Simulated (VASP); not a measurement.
# K (P6/mmm) in VASP: further runs

The runs below take K through single point, relaxation of cell and atoms, with RPBE.

Everything below comes from runs of VASP 6.6.1. Logs are shortened: lines on timing, memory, paths and dates and some standing lists are left out, and cuts for length are marked.

### 1 The cell of the first run

It takes space group P6/mmm (No. 191, hexagonal). Conventional cell: a = 7.999 Å, b = 7.999 Å, c = 4.752 Å, α = 90.00°, β = 90.00°, γ = 120.00°.

This isn't the form of K at room conditions, which is bcc.

### 2 Single point, RPBE (87.78 Å³/atom)

INCAR reads:

```
SYSTEM = K
PREC = Accurate
ENCUT = 520
EDIFF = 1E-6
ISMEAR = -1
SIGMA = 0.1
LREAL = .FALSE.
LASPH = .TRUE.
NELM = 80
ALGO = Normal
ISIF = 2
LWAVE = .FALSE.
LCHARG = .FALSE.
GGA = RP
NBANDS = 20
```

KPOINTS reads:

```
regular mesh
0
G
  6 6 8
  0 0 0
```

POSCAR reads:

```
K
1.0
    7.9993142553      0.0000000000      0.0000000000
   -3.9996571277      6.9276093579      0.0000000000
    0.0000000000      0.0000000000      4.7520941026
K
3
Direct
    1.0000000000      1.0000000000      1.0000000000
    0.3333333333      0.6666666667      0.5000000000
    0.6666666667      0.3333333333      0.5000000000
```

Potentials or basis: VASP PAW PBE potentials, release 64 (K_sv).

On the command line:

```console
cat potpaw_PBE.64/K_sv/POTCAR > POTCAR
mpirun -np 1 vasp_std > vasp.out
```

OUTCAR:

```text
SYSTEM = K
   PREC = Accurate
   ENCUT = 520
   EDIFF = 1E-6
   ISMEAR = -1
   LREAL = .FALSE.
   LASPH = .TRUE.
   NELM = 80
   ISIF = 2
   GGA = RP

 ion  position               nearest neighbor table
   1  0.000  0.000  0.000-
   2  0.333  0.667  0.500-
   3  0.667  0.333  0.500-

  LATTYP: Found a hexagonal cell.
 ALAT       =     7.9993142553
 C/A-ratio  =     0.5940626847

  Lattice vectors:

 A1 = (   7.9993142553,   0.0000000000,   0.0000000000)
 A2 = (  -3.9996571277,   6.9276093579,   0.0000000000)
 A3 = (   0.0000000000,   0.0000000000,   4.7520941026)

Analysis of symmetry for initial positions (statically):
=====================================================================
 Subroutine PRICEL returns:
 Original cell was already a primitive cell.

 Routine SETGRP: Setting up the symmetry group for a
 hexagonal supercell.

 Subroutine GETGRP returns: Found 24 space group operations
 (whereof 24 operations were pure point group operations)
 out of a pool of 24 trial point group operations.

The static configuration has the point symmetry D_6h.

Analysis of symmetry for dynamics (positions and initial velocities):
=====================================================================
 Subroutine PRICEL returns:
 Original cell was already a primitive cell.

 Routine SETGRP: Setting up the symmetry group for a
 hexagonal supercell.

 Subroutine GETGRP returns: Found 24 space group operations
 (whereof 24 operations were pure point group operations)
 out of a pool of 24 trial point group operations.

The dynamic configuration has the point symmetry D_6h.

 Subroutine INISYM returns: Found 24 space group operations
 (whereof 24 operations are pure point group operations),
 and found     1 'primitive' translations

----------------------------------------------------------------------------------------

                                     Primitive cell

  volume of cell :     263.3426

  direct lattice vectors                    reciprocal lattice vectors
     7.999314255  0.000000000  0.000000000     0.125010716  0.072174970  0.000000000
    -3.999657128  6.927609358  0.000000000     0.000000000  0.144349941  0.000000000
     0.000000000  0.000000000  4.752094103     0.000000000  0.000000000  0.210433543

  length of vectors
     7.999314255  7.999314255  4.752094103     0.144349941  0.144349941  0.210433543

  position of ions in fractional coordinates (direct lattice)
     0.000000000  0.000000000  0.000000000
     0.333333333  0.666666667  0.500000000
     0.666666667  0.333333333  0.500000000

  ion indices of the primitive-cell ions
   primitive index   ion index
                 1           1
                 2           2
                 3           3

----------------------------------------------------------------------------------------

 KPOINTS: regular mesh

Automatic generation of k-mesh.
 Grid dimensions read from file:
 generate k-points for:    6    6    8

 Generating k-lattice:

  Cartesian coordinates                     Fractional coordinates (reciprocal lattice)
     0.020835119  0.012029162  0.000000000     0.166666667  0.000000000  0.000000000
     0.000000000  0.024058323  0.000000000     0.000000000  0.166666667  0.000000000
     0.000000000  0.000000000  0.026304193     0.000000000  0.000000000  0.125000000

  Length of vectors
     0.024058323  0.024058323  0.026304193

  Shift w.r.t. Gamma in fractional coordinates (k-lattice)
     0.000000000  0.000000000  0.000000000

 Subroutine IBZKPT returns following result:
 ===========================================

 Found     35 irreducible k-points:

 Following reciprocal coordinates:
            Coordinates               Weight
  0.000000  0.000000  0.000000      1.000000
  0.166667 -0.000000  0.000000      6.000000
  0.333333 -0.000000  0.000000      6.000000
  0.500000 -0.000000  0.000000      3.000000
  0.166667  0.166667  0.000000      6.000000
  0.333333  0.166667  0.000000     12.000000
[... 16 lines left out ...]
  0.166667 -0.000000  0.375000     12.000000
  0.333333 -0.000000  0.375000     12.000000
 [... further k-points ...]
   k-points           NKPTS =     35   k-points in BZ     NKDIM =     35   number of bands    NBANDS=     20
   number of dos      NEDOS =    301   number of ions     NIONS =      3
   total plane-waves  NPLWV = 129600
   dimension x,y,z NGX =    60 NGY =   60 NGZ =   36
   dimension x,y,z NGXF=   120 NGYF=  120 NGZF=   72
   ions per type =               3
   NGX,Y,Z   is equivalent  to a cutoff of  12.47, 12.47, 12.59 a.u.
   NGXF,Y,Z  is equivalent  to a cutoff of  24.94, 24.94, 25.19 a.u.
 SYSTEM =  K
   PREC   = accura    normal or accurate (medium, high low for compatibility)
   ISTART =      0    job   : 0-new  1-cont  2-samecut
   ICHARG =      2    charge: 1-file 2-atom 10-const
   ISPIN  =      1    spin polarized calculation?
   LNONCOLLINEAR =      F non collinear calculations
   LSORBIT =      F    spin-orbit coupling
   LASPH  =      T    aspherical Exc in radial PAW
   ENCUT  =  520.0 eV  38.22 Ry    6.18 a.u.  14.87 14.87  8.84*2*pi/ulx,y,z
   NELM   =     80;   NELMIN=  2; NELMDL= -5     # of ELM steps
   EDIFF  = 0.1E-05   stopping-criterion for ELM
   LREAL  =      F    real-space projection
   EDIFFG = 0.1E-04   stopping-criterion for IOM
   NSW    =      0    number of steps for IOM
   IBRION =     -1    ionic relax: 0-MD 1-quasi-New 2-CG
   NFREE  =      0    steps in history (QN), initial steepest desc. (CG)
   ISIF   =      2    stress and relaxation
   ISYM   =      2    0-nonsym 1-usesym 2-fastsym
   POTIM  = 0.5000    time-step for ionic-motion
   TEBEG  =    0.0;   TEEND  =   0.0 temperature during run
   PSTRESS=    0.0 pullay stress
   NELECT =      27.0000    total number of electrons
   NUPDOWN=      -1.0000    fix difference up-down
   EMIN   =  10.00;   EMAX   =-10.00  energy-range for DOS
   EFERMI =   0.00;   METHOD = LEGACY
   ISMEAR =    -1;   SIGMA  =   0.10  broadening in eV -4-tet -1-fermi 0-gaus
   EFERMI_NEDOS =   21; number of points for ismear=-14 and -15
   IALGO  =     38    algorithm
   IMIX   =      4    mixing-type and parameters
     AMIX     =   0.40;   BMIX     =  1.00
     AMIX_MAG =   1.60;   BMIX_MAG =  1.00
  volume/ion in A,a.u.               =      87.78       592.37
  Fermi-wavevector in a.u.,A,eV,Ry     =   0.766224  1.447953  7.987968  0.587099
  Thomas-Fermi vector in A             =   1.866516
   LORBIT       =      0    0 simple, 1 ext, 2 COOP (PROOUT), +10 PAW based schemes
   GGA     = RP    functional components
   LHFCALC =     F    Hartree Fock is set to
   AEXX    =    0.0000 exact exchange contribution
   IVDW    =     0    specifies the selected vdW correction
   LEPSILON=     F    determine dielectric tensor
   LRPA    =     F    only Hartree local field effects (RPA)
 non-spin polarized calculation
  energy-cutoff  :      520.00
  volume of cell :      263.34
 maximum number of plane-waves:      7152
 NGX is ok and might be reduce to    60
   NGX = 29   NGY = 29   NGZ = 17

 number of electron      27.0000002 magnetization

 Free energy of the ion-electron system (eV)
  ---------------------------------------------------
  ext. energy  EPLUGINS =         0.00000000
  ---------------------------------------------------
  free energy    TOTEN  =        -2.81744128 eV

  energy without entropy =       -2.73086804  energy(sigma->0) =       -2.77415466

 E-fermi :  -0.3506     XC(G=0):  -5.1234

 val. band max:       -0.3554905918   @ k =   0.1667   0.1667   0.0000
 cond. band min:      -0.3026949272   @ k =   0.1667   0.1667   0.5000
 fundamental gap:      0.0527956646
 Fermi energy:        -0.3505685702

 k-point     1 :       0.0000    0.0000    0.0000
  band No.  band energies     occupation
      1     -32.7508      2.00000
      2     -32.7485      2.00000
      3     -32.6787      2.00000
      4     -16.1967      2.00000
      5     -16.1967      2.00000
      6     -16.1711      2.00000
[... 12 lines left out ...]
     19       1.1516      0.00000
     20       3.1883      0.00000

 k-point     2 :       0.1667   -0.0000    0.0000
  band No.  band energies     occupation
      1     -32.7507      2.00000
      2     -32.7487      2.00000
      3     -32.6787      2.00000
      4     -16.1975      2.00000
      5     -16.1957      2.00000
      6     -16.1719      2.00000
[... 12 lines left out ...]
     19       1.7807      0.00000
     20       3.2451      0.00000

 k-point     3 :       0.3333   -0.0000    0.0000
  band No.  band energies     occupation
      1     -32.7503      2.00000
      2     -32.7490      2.00000
      3     -32.6787      2.00000
      4     -16.1990      2.00000
      5     -16.1925      2.00000
      6     -16.1747      2.00000
[... 12 lines left out ...]
     19       2.5119      0.00000
     20       2.9956      0.00000

 k-point     4 :       0.5000   -0.0000    0.0000
  band No.  band energies     occupation
      1     -32.7500      2.00000
      2     -32.7493      2.00000
      3     -32.6787      2.00000
      4     -16.1997      2.00000
      5     -16.1899      2.00000
      6     -16.1773      2.00000
[... 12 lines left out ...]
     19       2.6028      0.00000
     20       2.7922      0.00000

 k-point     5 :       0.1667    0.1667    0.0000
  band No.  band energies     occupation
      1     -32.7504      2.00000
      2     -32.7489      2.00000
      3     -32.6787      2.00000
      4     -16.1986      2.00000
      5     -16.1934      2.00000
      6     -16.1741      2.00000
[... 12 lines left out ...]
     19       2.3064      0.00000
     20       3.0694      0.00000
[... 353 lines left out ...]
      6     -16.1829      2.00000
[... 12 lines left out ...]
     19       2.2080      0.00000
     20       2.2080      0.00000

 k-point    22 :       0.0000    0.0000    0.3750
  band No.  band energies     occupation
      1     -32.7499      2.00000
      2     -32.7477      2.00000
      3     -32.6778      2.00000
      4     -16.1956      2.00000
      5     -16.1941      2.00000
      6     -16.1941      2.00000
[... 12 lines left out ...]
     19       2.3195      0.00000
     20       2.5467      0.00000

 k-point    23 :       0.1667   -0.0000    0.3750
  band No.  band energies     occupation
      1     -32.7498      2.00000
      2     -32.7478      2.00000
      3     -32.6778      2.00000
      4     -16.1953      2.00000
      5     -16.1947      2.00000
      6     -16.1928      2.00000
[... 12 lines left out ...]
     19       2.1898      0.00000
     20       2.4575      0.00000

 k-point    24 :       0.3333   -0.0000    0.3750
  band No.  band energies     occupation
      1     -32.7495      2.00000
      2     -32.7482      2.00000
      3     -32.6778      2.00000
      4     -16.1957      2.00000
      5     -16.1946      2.00000
      6     -16.1907      2.00000
[... 12 lines left out ...]
     19       1.8402      0.00000
     20       2.5131      0.00000

 [... further k-points ...]

------------------------ aborting loop because EDIFF is reached ----------------------------------------

  FORCE on cell =-STRESS in cart. coord.  units (eV):
  Direction    XX          YY          ZZ          XY          YZ          ZX
  --------------------------------------------------------------------------------------
  -------------------------------------------------------------------------------------
  Total       -0.3598875     -0.3598875     -0.3081059      0.0000000      0.0000000      0.0000000
  in kB       -2.1895568     -2.1895568     -1.8745174      0.0000000      0.0000000      0.0000000
  external PRESSURE =      -2.0845437 kB  Pullay stress =       0.0000000 kB

 VOLUME and BASIS-vectors are now :
 -----------------------------------------------------------------------------
  energy-cutoff  :      520.00
  volume of cell :      263.34
      direct lattice vectors                 reciprocal lattice vectors
     7.999314255  0.000000000  0.000000000     0.125010716  0.072174970  0.000000000
    -3.999657128  6.927609358  0.000000000     0.000000000  0.144349941  0.000000000
     0.000000000  0.000000000  4.752094103     0.000000000  0.000000000  0.210433543

 POSITION                                       TOTAL-FORCE (eV/Angst)
 -----------------------------------------------------------------------------------
      0.00000      0.00000      0.00000        -0.000000      0.000000      0.000000
     -0.00000      4.61841      2.37605        -0.000000     -0.000000      0.000000
      3.99966      2.30920      2.37605         0.000000      0.000000      0.000000
 -----------------------------------------------------------------------------------
    total drift:                                0.000000     -0.000000      0.000000

  FREE ENERGIE OF THE ION-ELECTRON SYSTEM (eV)
  ---------------------------------------------------
  free  energy   TOTEN  =        -2.8174412755 eV

  energy  without entropy=       -2.7308680405  energy(sigma->0) =       -2.77415466
```

Wall time 2 min (1 thread of Intel Xeon 8259CL, shared host); peak memory 0.41 GiB.

What came out:

```yaml
Free_energy: -2.8174 eV
Pressure: -0.2 GPa
Band_gap_on_the_k_mesh: zero (an odd number of electrons rules out a gap without spin polarisation)
```

Caveat: the PAW data sets were made with another functional, which shifts forces and pressure a little.

### 3 Single point, RPBE (91.03 Å³/atom)

This run uses another cell than the first one, of 91.03 Å³/atom.

INCAR reads:

```
PREC = Accurate
ENCUT = 520
EDIFF = 1E-6
ISMEAR = -1
SIGMA = 0.1
LREAL = False
LASPH = True
NELM = 60
ALGO = Normal
ISIF = 2
LWAVE = False
LCHARG = False
GGA = RP
NBANDS = 20
```

KPOINTS reads:

```
regular mesh
0
Gamma
  6 6 8
```

POSCAR reads:

```
K
1.0
    8.0968764834      0.0000000000      0.0000000000
   -4.0484382417      7.0121007259      0.0000000000
    0.0000000000      0.0000000000      4.8100521817
K
3
Direct
    1.0000000000      1.0000000000      1.0000000000
    0.3333333333      0.6666666667      0.5000000000
    0.6666666667      0.3333333333      0.5000000000
```

Potentials or basis: VASP PAW PBE potentials, release 64 (K_sv).

On the command line:

```console
cat potpaw_PBE.64/K_sv/POTCAR > POTCAR
mpirun -np 1 vasp_std > vasp.out
```

It took 2.9 min on 1 thread of Intel Xeon 8259CL, shared host; peak memory 0.41 GiB.

The run converged. Its results:

```yaml
Free_energy: -2.8031 eV
Pressure: -0.3 GPa
Band_gap_on_the_k_mesh: zero (an odd number of electrons rules out a gap without spin polarisation)
```

Levels at points of the mesh, in eV from the Fermi level:
| k point | band 11 | band 12 | band 13 | band 14 | band 15 | band 16 |
| --- | --- | --- | --- | --- | --- | --- |
| (0.00, 0.00, 0.00) | -15.79 | -15.78 | -1.87 | 1.05 | 1.05 | 1.05 |
| (0.50, 0.00, 0.00) | -15.79 | -15.78 | -1.04 | -1.04 | 0.41 | 0.53 |
| (0.00, 0.00, 0.50) | -15.79 | -15.79 | -0.22 | -0.10 | 1.83 | 1.83 |
| (0.50, 0.00, 0.50) | -15.79 | -15.79 | 0.51 | 0.52 | 0.59 | 0.60 |

Caveat: the PAW data sets were made with another functional, which shifts forces and pressure a little.

(Part 1 of 2 ends here.)
